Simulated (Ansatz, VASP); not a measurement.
## One calculation of Te, two programs

File INCAR:

```
PREC = Accurate
ENCUT = 520
EDIFF = 1E-8
ISMEAR = -1
SIGMA = 0.08
LREAL = False
LASPH = True
NELM = 100
ALGO = Normal
ISIF = 2
LWAVE = False
LCHARG = False
GGA = PE
LEFG = True
NBANDS = 16
```

Contents of KPOINTS:

```
regular mesh
0
Gamma
  9 9 6
```

The input POSCAR:

```
Te
1.0
    4.4579994587     -0.0445799946     -0.0445799946
   -2.2676071372      3.8830307786     -0.0163174105
   -0.0592500000     -0.0592500000      5.9250000000
Te
3
Direct
    0.7450000000      0.0000000000      0.3333333333
    0.0000000000      0.7450000000      0.6666666667
    0.2550000000      0.2550000000      0.0000000000
```

Input for Ansatz:

```yaml
crystal:
  lattice:
    - [4.4579994587, -0.0445799946, -0.0445799946]
    - [-2.2676071372, 3.8830307786, -0.0163174105]
    - [-0.05925, -0.05925, 5.925]
  atoms:
    - { symbol: Te, position: [0.745, 0.0, 0.3333333333] }
    - { symbol: Te, position: [0.0, 0.745, 0.6666666667] }
    - { symbol: Te, position: [0.255, 0.255, 0.0] }
kpoints:
  mp_grid: { grid: [9, 9, 6] }
scf:
  occupations: { method: fermi_dirac, width: 0.08 }
hamiltonian:
  xc: pbe
  pseudopotentials: { kind: all_electron, datasets: crystal }
output:
  forces: true
  stress: true
  eigenvalues: true
  efg: { contact_densities: true }
```

Change from the starting cell: equal xy, yz and zx shear strains of -2 %, crystal datasets.

Alike in both runs: task electric field gradients; functional PBE; k mesh 9 × 9 × 6; occupations fermi-dirac, width 0.08 eV; no spin polarisation.

```csv
,VASP,Ansatz
version,VASP 6.6.1,Ansatz 0.2.0
potentials or method,"VASP PAW PBE potentials, release 64 (Te), cutoff 520 eV","all-electron PAW with datasets made for the crystal, scalar-relativistic"
```

Ansatz gave:

```
pressure (GPa)                                                : 3.2
traceless stress, the component that is largest in VASP (GPa) : 1.09
rms of the force components (eV/Å)                            : 0.370
size of Vzz on the site where it differs most (V/Å²)          : 603.9
```

Problem. Which values does VASP return?

Solution. Pressure (GPa): 3.2; traceless stress, the component that is largest in VASP (GPa): 1.09; rms of the force components (eV/Å): 0.384; size of Vzz on the site where it differs most (V/Å²): 578.2.

Atom by atom the forces differ by 0.013 eV/Å (rms over components). Ansatz ran all-electron here, and VASP with PAW potentials.

Spin-orbit coupling is off throughout.
